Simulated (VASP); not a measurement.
# Hf (Fm-3m) in VASP: settings compared

Hf is run at these levels: HSE06, PBEsol-based screened hybrid with 25 % exact exchange, r2SCAN0, r2SCANh; tasks: single point.

Program: VASP 6.6.1. These are calculated values, not measurements. Logs are shortened: lines on timing, memory, paths and dates and some standing lists are left out, and cuts for length are marked.

### 1 The cell of the first run

The structure is cubic, space group Fm-3m (No. 225). The conventional cell has a = 4.440 Å, b = 4.440 Å, c = 4.440 Å, α = 90.00°, β = 90.00°, γ = 90.00°. Within 4.1 Å of Hf (site symmetry m-3m) lie 12 Hf at 3.14 Å.

This isn't the form of Hf at room conditions, which is hcp.

### 2 Single point, HSE06

Input file POSCAR:

```
Hf
1.0
    0.0000000000      2.2200000000      2.2200000000
    2.2200000000      0.0000000000      2.2200000000
    2.2200000000      2.2200000000      0.0000000000
Hf
1
Direct
    0.0000000000      0.0000000000      0.0000000000
```

Input file INCAR.step1:

```
SYSTEM = Hf
  PREC = Accurate
  ENCUT = 520
  EDIFF = 1E-5
  ISMEAR = -1
  SIGMA = 0.05
  LREAL = .FALSE.
  LASPH = .TRUE.
  NELM = 60
  ALGO = Normal
  ISIF = 2
  LWAVE = .TRUE.
  LCHARG = .FALSE.
  NBANDS = 11
  GGA = PE
```

Input file INCAR.step2:

```
SYSTEM = Hf
  PREC = Accurate
  ENCUT = 520
  EDIFF = 1E-6
  ISMEAR = -1
  SIGMA = 0.05
  LREAL = .FALSE.
  LASPH = .TRUE.
  NELM = 60
  ALGO = Normal
  ISIF = 2
  LWAVE = .FALSE.
  LCHARG = .FALSE.
  GGA = PE
  LHFCALC = .TRUE.
  HFSCREEN = 0.2079
  PRECFOCK = Normal
  NBANDS = 11
  ISTART = 1
```

Input file KPOINTS:

```
regular mesh
0
G
  5 5 5
  0 0 0
```

Potentials or basis: VASP PAW PBE potentials, release 64 (Hf_pv).

On the command line:

```
cat potpaw_PBE.64/Hf_pv/POTCAR > POTCAR
cp INCAR.step1 INCAR
mpirun -np 1 vasp_std > vasp.out
cp INCAR.step2 INCAR
mpirun -np 1 vasp_std > vasp.out
```

OUTCAR:

```text
SYSTEM = Hf
   PREC = Accurate
   ENCUT = 520
   EDIFF = 1E-6
   ISMEAR = -1
   LREAL = .FALSE.
   LASPH = .TRUE.
   NELM = 60
   ISIF = 2
   GGA = PE
   LHFCALC = .TRUE.
   HFSCREEN = 0.2079
   PRECFOCK = Normal
   ISTART = 1

 ion  position               nearest neighbor table
   1  0.000  0.000  0.000-

  LATTYP: Found a face centered cubic cell.
 ALAT       =     4.4400000000

  Lattice vectors:

 A1 = (   0.0000000000,   2.2200000000,   2.2200000000)
 A2 = (   2.2200000000,   0.0000000000,   2.2200000000)
 A3 = (   2.2200000000,   2.2200000000,   0.0000000000)

Analysis of symmetry for initial positions (statically):
=====================================================================
 Subroutine PRICEL returns:
 Original cell was already a primitive cell.

 Routine SETGRP: Setting up the symmetry group for a
 face centered cubic supercell.

 Subroutine GETGRP returns: Found 48 space group operations
 (whereof 48 operations were pure point group operations)
 out of a pool of 48 trial point group operations.

The static configuration has the point symmetry O_h .

Analysis of symmetry for dynamics (positions and initial velocities):
=====================================================================
 Subroutine PRICEL returns:
 Original cell was already a primitive cell.

 Routine SETGRP: Setting up the symmetry group for a
 face centered cubic supercell.

 Subroutine GETGRP returns: Found 48 space group operations
 (whereof 48 operations were pure point group operations)
 out of a pool of 48 trial point group operations.

The dynamic configuration has the point symmetry O_h .

 Subroutine INISYM returns: Found 48 space group operations
 (whereof 48 operations are pure point group operations),
 and found     1 'primitive' translations

----------------------------------------------------------------------------------------

                                     Primitive cell

  volume of cell :      21.8821

  direct lattice vectors                    reciprocal lattice vectors
     0.000000000  2.220000000  2.220000000    -0.225225225  0.225225225  0.225225225
     2.220000000  0.000000000  2.220000000     0.225225225 -0.225225225  0.225225225
     2.220000000  2.220000000  0.000000000     0.225225225  0.225225225 -0.225225225

  length of vectors
     3.139554108  3.139554108  3.139554108     0.390101533  0.390101533  0.390101533

  position of ions in fractional coordinates (direct lattice)
     0.000000000  0.000000000  0.000000000

  ion indices of the primitive-cell ions
   primitive index   ion index
                 1           1

----------------------------------------------------------------------------------------

 KPOINTS: regular mesh

Automatic generation of k-mesh.
 Grid dimensions read from file:
 generate k-points for:    5    5    5

 Generating k-lattice:

  Cartesian coordinates                     Fractional coordinates (reciprocal lattice)
    -0.045045045  0.045045045  0.045045045     0.200000000  0.000000000  0.000000000
     0.045045045 -0.045045045  0.045045045     0.000000000  0.200000000  0.000000000
     0.045045045  0.045045045 -0.045045045     0.000000000  0.000000000  0.200000000

  Length of vectors
     0.078020307  0.078020307  0.078020307

  Shift w.r.t. Gamma in fractional coordinates (k-lattice)
     0.000000000  0.000000000  0.000000000

 Subroutine IBZKPT returns following result:
 ===========================================

 Found     10 irreducible k-points:

 Following reciprocal coordinates:
            Coordinates               Weight
  0.000000  0.000000  0.000000      1.000000
  0.200000  0.000000  0.000000      8.000000
  0.400000  0.000000  0.000000      8.000000
  0.200000  0.200000  0.000000      6.000000
  0.400000  0.200000  0.000000     24.000000
 -0.400000  0.200000  0.000000     24.000000
 -0.200000  0.200000  0.000000     12.000000
  0.400000  0.400000  0.000000      6.000000
 -0.400000  0.400000  0.000000     12.000000
 -0.400000  0.400000  0.200000     24.000000
   k-points           NKPTS =     10   k-points in BZ     NKDIM =    125   number of bands    NBANDS=     11
   number of dos      NEDOS =    301   number of ions     NIONS =      1
   total plane-waves  NPLWV =  13824
   dimension x,y,z NGX =    24 NGY =   24 NGZ =   24
   dimension x,y,z NGXF=    48 NGYF=   48 NGZF=   48
   ions per type =               1
   NGX,Y,Z   is equivalent  to a cutoff of  12.71, 12.71, 12.71 a.u.
   NGXF,Y,Z  is equivalent  to a cutoff of  25.42, 25.42, 25.42 a.u.
 SYSTEM =  Hf
   PREC   = accura    normal or accurate (medium, high low for compatibility)
   ISTART =      1    job   : 0-new  1-cont  2-samecut
   ICHARG =      0    charge: 1-file 2-atom 10-const
   ISPIN  =      1    spin polarized calculation?
   LNONCOLLINEAR =      F non collinear calculations
   LSORBIT =      F    spin-orbit coupling
   LASPH  =      T    aspherical Exc in radial PAW
   ENCUT  =  520.0 eV  38.22 Ry    6.18 a.u.   5.84  5.84  5.84*2*pi/ulx,y,z
   NELM   =     60;   NELMIN=  2; NELMDL=  0     # of ELM steps
   EDIFF  = 0.1E-05   stopping-criterion for ELM
   LREAL  =      F    real-space projection
   EDIFFG = 0.1E-04   stopping-criterion for IOM
   NSW    =      0    number of steps for IOM
   IBRION =     -1    ionic relax: 0-MD 1-quasi-New 2-CG
   NFREE  =      0    steps in history (QN), initial steepest desc. (CG)
   ISIF   =      2    stress and relaxation
   ISYM   =      3    0-nonsym 1-usesym 2-fastsym
   POTIM  = 0.5000    time-step for ionic-motion
   TEBEG  =    0.0;   TEEND  =   0.0 temperature during run
   PSTRESS=    0.0 pullay stress
   NELECT =      10.0000    total number of electrons
   NUPDOWN=      -1.0000    fix difference up-down
   EMIN   =  10.00;   EMAX   =-10.00  energy-range for DOS
   EFERMI =   0.00;   METHOD = LEGACY
   ISMEAR =    -1;   SIGMA  =   0.05  broadening in eV -4-tet -1-fermi 0-gaus
   EFERMI_NEDOS =   21; number of points for ismear=-14 and -15
   IALGO  =     38    algorithm
   IMIX   =      1    mixing-type and parameters
     AMIX     =   0.40;   BMIX     =  1.00
     AMIX_MAG =   1.60;   BMIX_MAG =  1.00
  volume/ion in A,a.u.               =      21.88       147.67
  Fermi-wavevector in a.u.,A,eV,Ry     =   1.260991  2.382927 21.634588  1.590097
  Thomas-Fermi vector in A             =   2.394472
   LORBIT       =      0    0 simple, 1 ext, 2 COOP (PROOUT), +10 PAW based schemes
   GGA     = PE    functional components
   LHFCALC =     T    Hartree Fock is set to
   PRECFOCK=normal    Normal, Fast or Accurate (Low or Medium for compatibility)
   ENCUT4O =  -1.0   cutoff for four orbital integrals eV
   NKREDX  =     1    reduce k-point grid by
   NKREDY  =     1    reduce k-point grid by
   NKREDZ  =     1    reduce k-point grid by
   AEXX    =    0.2500 exact exchange contribution
   HFSCREEN=    0.2079 screening length (either q_TF or 0.3 A-1)
   HFSCREENC=   0.2079 screening length for correlation (either q_TF or 0.3 A-1)
   ENCUTFOCK=  -1.0 apply spherical cutoff to Coloumb kernel
   IVDW    =     0    specifies the selected vdW correction
   LEPSILON=     F    determine dielectric tensor
   LRPA    =     F    only Hartree local field effects (RPA)
 non-spin polarized calculation
  energy-cutoff  :      520.00
  volume of cell :       21.88
 maximum number of plane-waves:       609
  NGX = 18; NGY = 18; NGZ = 18

 number of electron      10.0000000 magnetization

 Free energy of the ion-electron system (eV)
  ---------------------------------------------------
  ext. energy  EPLUGINS =         0.00000000
  ---------------------------------------------------
  free energy    TOTEN  =       -11.19414406 eV

  energy without entropy =      -11.18847314  energy(sigma->0) =      -11.19130860

 E-fermi :   4.6069     XC(G=0):  -9.3640

 val. band max:        4.4962162374   @ k =  -0.2000   0.2000   0.0000
 cond. band min:       4.7345683989   @ k =   0.2000   0.2000   0.0000
 fundamental gap:      0.2383521615
 Fermi energy:         4.6069273869

 k-point     1 :       0.0000    0.0000    0.0000
  band No.  band energies     occupation
      1     -27.4027      2.00000
      2     -27.4027      2.00000
      3     -27.4027      2.00000
      4      -3.5414      2.00000
      5       6.7753      0.00000
      6       6.7753      0.00000
      7       6.7753      0.00000
      8       9.9501      0.00000
      9       9.9501      0.00000
     10      16.9131      0.00000
     11      19.2927      0.00000

 k-point     2 :       0.2000    0.0000    0.0000
  band No.  band energies     occupation
      1     -27.7577      2.00000
      2     -27.4455      2.00000
      3     -27.4455      2.00000
      4      -2.0640      2.00000
      5       5.4297      0.00000
      6       7.1932      0.00000
      7       7.1932      0.00000
      8       9.6204      0.00000
      9       9.6204      0.00000
     10      17.8126      0.00000
     11      19.2926      0.00000

 k-point     3 :       0.4000    0.0000    0.0000
  band No.  band energies     occupation
      1     -28.2969      2.00000
      2     -27.5131      2.00000
      3     -27.5131      2.00000
      4       0.3115      2.00000
      5       4.8968      0.00606
      6       6.6709      0.00000
      7       6.6709      0.00000
      8      11.4982      0.00000
      9      11.4982      0.00000
     10      15.5676      0.00000
     11      17.9169      0.00000
[... 71 lines left out ...]
 k-point     9 :      -0.4000    0.4000    0.0000
  band No.  band energies     occupation
      1     -28.2088      2.00000
      2     -27.8922      2.00000
      3     -27.6884      2.00000
      4       1.8418      2.00000
      5       2.8079      2.00000
      6       6.1641      0.00000
      7      10.1609      0.00000
      8      12.0537      0.00000
      9      12.8071      0.00000
     10      14.8903      0.00000
     11      18.4954      0.00000

 k-point    10 :      -0.4000    0.4000    0.2000
  band No.  band energies     occupation
      1     -28.1373      2.00000
      2     -27.9019      2.00000
      3     -27.6832      2.00000
      4       2.5101      2.00000
      5       3.7103      2.00000
      6       4.3842      1.97701
      7       8.7322      0.00000
      8      11.4110      0.00000
      9      13.4426      0.00000
     10      16.2408      0.00000
     11      17.4224      0.00000

------------------------ aborting loop because EDIFF is reached ----------------------------------------

  FORCE on cell =-STRESS in cart. coord.  units (eV):
  Direction    XX          YY          ZZ          XY          YZ          ZX
  --------------------------------------------------------------------------------------
  -------------------------------------------------------------------------------------
  Total        0.3029899      0.3029899      0.3029899     -0.0000000     -0.0000000     -0.0000000
  in kB       22.1845103     22.1845103     22.1845103     -0.0000000     -0.0000000     -0.0000000
  external PRESSURE =      22.1845103 kB  Pullay stress =       0.0000000 kB

 VOLUME and BASIS-vectors are now :
 -----------------------------------------------------------------------------
  energy-cutoff  :      520.00
  volume of cell :       21.88
      direct lattice vectors                 reciprocal lattice vectors
     0.000000000  2.220000000  2.220000000    -0.225225225  0.225225225  0.225225225
     2.220000000  0.000000000  2.220000000     0.225225225 -0.225225225  0.225225225
     2.220000000  2.220000000  0.000000000     0.225225225  0.225225225 -0.225225225

 POSITION                                       TOTAL-FORCE (eV/Angst)
 -----------------------------------------------------------------------------------
      0.00000      0.00000      0.00000         0.000000      0.000000      0.000000
 -----------------------------------------------------------------------------------
    total drift:                                0.000000     -0.000000     -0.000000

  FREE ENERGIE OF THE ION-ELECTRON SYSTEM (eV)
  ---------------------------------------------------
  free  energy   TOTEN  =       -11.1941440626 eV

  energy  without entropy=      -11.1884731368  energy(sigma->0) =      -11.19130860
```

Run time: 1.9 min. Hardware: 1 thread of Intel Xeon 6975P-C (Granite Rapids), shared host; peak memory 0.24 GiB.

What came out:

* Free energy: -11.1941 eV
* Pressure: 2.2 GPa
* Band gap on the k mesh: zero (bands 5 and 6 overlap by 2.39 eV)

Levels at points of the mesh, in eV from the Fermi level:
| k point | band 1 | band 2 | band 3 | band 4 | band 5 | band 6 | band 7 | band 8 | band 9 | band 10 |
| --- | --- | --- | --- | --- | --- | --- | --- | --- | --- | --- |
| (0.00, 0.00, 0.00) | -32.01 | -32.01 | -32.01 | -8.15 | 2.17 | 2.17 | 2.17 | 5.34 | 5.34 | 12.31 |

Caveat: the k points lie up to 0.49 Å⁻¹ apart, too coarse for converged energies and pressures of a metal; the PAW data sets were made with another functional, which shifts forces and pressure a little; spin-orbit coupling is left out, which moves the levels of the heavy elements.

### 3 Single point, PBEsol-based screened hybrid with 25 % exact exchange

POSCAR is that of step 2.

Input file INCAR.step1:

```
PREC = Accurate
ENCUT = 520
EDIFF = 1E-5
ISMEAR = -1
SIGMA = 0.05
LREAL = F
LASPH = T
NELM = 100
ALGO = Normal
ISIF = 2
LWAVE = T
NBANDS = 11
GGA = PE
```

Input file INCAR.step2:

```
PREC = Accurate
ENCUT = 520
EDIFF = 1E-6
ISMEAR = -1
SIGMA = 0.05
LREAL = F
LASPH = T
NELM = 100
ALGO = Normal
ISIF = 2
LWAVE = F
LCHARG = T
GGA = PS
LHFCALC = T
AEXX = 0.25
HFSCREEN = 0.207
PRECFOCK = Normal
LELF = T
LVHAR = T
NBANDS = 11
ISTART = 1
```

Input file KPOINTS:

```
Automatic mesh
0
Gamma
  5 5 5
```

Potentials or basis: VASP PAW PBE potentials, release 64 (Hf_pv).

On the command line:

```
cat potpaw_PBE.64/Hf_pv/POTCAR > POTCAR
cp INCAR.step1 INCAR
mpirun -np 1 vasp_std > vasp.out
cp INCAR.step2 INCAR
mpirun -np 1 vasp_std > vasp.out
```

It took 1.7 min on 1 thread of Intel Xeon 6975P-C (Granite Rapids), shared host; peak memory 0.24 GiB.

It converged, with:

| Item | Value |
| --- | --- |
| Free energy | -11.5877 eV |
| Pressure | -1.2 GPa |
| Band gap on the k mesh | zero (bands 5 and 6 overlap by 2.37 eV) |

Levels at points of the mesh, in eV from the Fermi level:
| k point | band 3 | band 4 | band 5 | band 6 | band 7 | band 8 |
| --- | --- | --- | --- | --- | --- | --- |
| (0.00, 0.00, 0.00) | -31.96 | -8.14 | 2.15 | 2.15 | 2.15 | 5.32 |

Caveat: the k points lie up to 0.49 Å⁻¹ apart, too coarse for converged energies and pressures of a metal; the PAW data sets were made with another functional, which shifts forces and pressure a little; spin-orbit coupling is left out, which moves the levels of the heavy elements.

(Part 1 of 2 ends here.)

The gap in the log of VASP goes by the Fermi energy; the results here count the filled bands.